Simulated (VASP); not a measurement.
Wanted: the native input for a VASP 6.6.1 run.

```
Task                   : single point
Functional             : PBE
Potentials or basis    : VASP PAW PBE potentials, release 64 (Ga_d)
Cutoff                 : 500 eV
k mesh                 : 7 × 7 × 10
Occupations            : fermi-dirac, width 0.05 eV
Spin                   : no spin polarisation
Dipole correction      : no
Further INCAR settings : ALGO = Normal; EDIFF = 1e-06; NBANDS = 20
```

The structure of Ga lies in POSCAR:

```
Ga
1.0
    4.4494700000      0.0000000000      0.0000000000
   -2.2247400000      3.8533600000      0.0000000000
    0.0000000000      0.0000000000      2.7652000000
Ga
2
Direct
    0.3396310000      0.6626890000      0.5167170000
    0.6823560000      0.3426560000      0.4895650000
```

This cell differs from its parent crystal: atoms moved at random.

The input as run:

INCAR

```
PREC = Accurate
ENCUT = 500
EDIFF = 1E-6
ISMEAR = -1
SIGMA = 0.05
LREAL = False
LASPH = True
NELM = 120
ALGO = Normal
ISIF = 2
LWAVE = False
LCHARG = True
GGA = PE
LELF = True
LVHAR = True
NBANDS = 20
GGA_COMPAT = False
```

KPOINTS

```
Automatic mesh
0
Gamma
  7 7 10
```

Potentials or basis: VASP PAW PBE potentials, release 64 (Ga_d).

Command:

```console
$ cat potpaw_PBE.64/Ga_d/POTCAR > POTCAR
$ mpirun -np 1 vasp_std > vasp.out
```

Results of the run:

The pressure is 0.2 GPa and the largest force is 0.254 eV/Å. The band gap on the k mesh is zero (bands 13 and 14 overlap by 3.22 eV).

Caveat: the cell differs from its parent crystal (atoms moved at random).

It took 3.4 min on 1 thread of AMD EPYC 7R13, on a shared host, peak memory 0.26 GiB.
